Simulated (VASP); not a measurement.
Wanted: the native input for a VASP 6.6.1 run.

```yaml
Task: single point
Functional: PBEsol
Potentials_or_basis: VASP PAW PBE potentials, release 64 (Nb_sv, H)
Cutoff: 520 eV
k_mesh: 16 × 16 × 16
Occupations: gaussian, width 0.15 eV
Spin: no spin polarisation
Dipole_correction: no
Further_INCAR_settings: ALGO = Normal; EDIFF = 1e-06; NBANDS = 14
```

The structure of NbH2 lies in POSCAR:

```
NbH2
1.0
   -0.2638568667      2.1146605614      2.1146605614
    2.1146605614     -0.2638568667      2.1146605614
    2.1146605614      2.1146605614     -0.2638568667
Nb H
1 2
Direct
    0.0000000000      0.0000000000      0.0000000000
    0.2500000000      0.2500000000      0.2500000000
    0.7500000000      0.7500000000      0.7500000000
```

The input as run:

INCAR

```
PREC = Accurate ; ENCUT = 520
EDIFF = 1E-6 ; ISMEAR = 0
SIGMA = 0.15 ; LREAL = False
LASPH = True ; NELM = 100
ALGO = Normal ; ISIF = 2
LWAVE = False ; LCHARG = False
GGA = PS ; NBANDS = 14
```

KPOINTS

```
Automatic mesh
0
Gamma
  16 16 16
```

Potentials or basis: VASP PAW PBE potentials, release 64 (Nb_sv, H).

Launch:

```console
$ cat potpaw_PBE.64/Nb_sv/POTCAR potpaw_PBE.64/H/POTCAR > POTCAR
$ mpirun -np 1 vasp_std > vasp.out
```

It gave:

* Pressure: 13.9 GPa
* Largest force: 1.993 eV/Å

Caveat: the PAW data sets were made with another functional, which shifts forces and pressure a little.

Run time: 65 s on 1 thread of Intel(R) Xeon(R) Platinum 8259CL CPU @ 2.50GHz (Skylake/Cascade Lake), with other jobs on the host, peak memory 0.25 GiB.
